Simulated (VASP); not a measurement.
Here is a VASP 6.6.1 calculation.

The input INCAR:

```
  PREC = Accurate
  ENCUT = 600
  EDIFF = 1E-6
  ISMEAR = 0
  SIGMA = 0.01
  LREAL = F
  LASPH = T
  NELM = 80
  ALGO = Normal
  ISIF = 4
  LWAVE = F
  LCHARG = F
  GGA = PE
  IBRION = 2
  NSW = 50
  EDIFFG = -0.01
```

Contents of KPOINTS:

```
Automatic mesh
0
Gamma
  12 12 6
```

POSCAR

```
Si2Mo
1.0
    4.5664244307      0.0000000000      0.0000000000
   -2.2832122154      3.9546395614      0.0000000000
    0.0000000000      0.0000000000      6.5426996733
Si Mo
6 3
Direct
    0.1639790379      0.8360209621      0.8333333333
    0.3279580758      0.1639790379      0.1666666667
    0.8360209621      0.6720419242      0.5000000000
    0.8360209621      0.1639790379      0.8333333333
    0.6720419242      0.8360209621      0.1666666667
    0.1639790379      0.3279580758      0.5000000000
    0.5000000000      0.0000000000      0.5000000000
    0.0000000000      0.5000000000      0.1666666667
    0.5000000000      0.5000000000      0.8333333333
```

Potentials or basis: VASP PAW PBE potentials, release 64 (Si, Mo_sv).

Command:

```console
$ cat potpaw_PBE.64/Si/POTCAR potpaw_PBE.64/Mo_sv/POTCAR > POTCAR
$ mpirun -np 1 vasp_std > vasp.out
```

**Question.** What does it give for the band gap on the k mesh?

**Answer.** 0.04 eV (least direct gap 0.55 eV).

Final structure:
```yaml
crystal:
  lattice:
    - [4.56278, 0.00000, 0.00000]
    - [-2.28139, 3.95148, 0.00000]
    - [0.00000, 0.00000, 6.55315]
  atoms:
    - { symbol: Si, position: [0.16388, 0.83612, 0.83333] }
    - { symbol: Si, position: [0.32776, 0.16388, 0.16667] }
    - { symbol: Si, position: [0.83612, 0.67224, 0.50000] }
    - { symbol: Si, position: [0.83612, 0.16388, 0.83333] }
    - { symbol: Si, position: [0.67224, 0.83612, 0.16667] }
    - { symbol: Si, position: [0.16388, 0.32776, 0.50000] }
    - { symbol: Mo, position: [0.50000, 0.00000, 0.50000] }
    - { symbol: Mo, position: [0.00000, 0.50000, 0.16667] }
    - { symbol: Mo, position: [0.50000, 0.50000, 0.83333] }
```

A k mesh can miss the band edges.
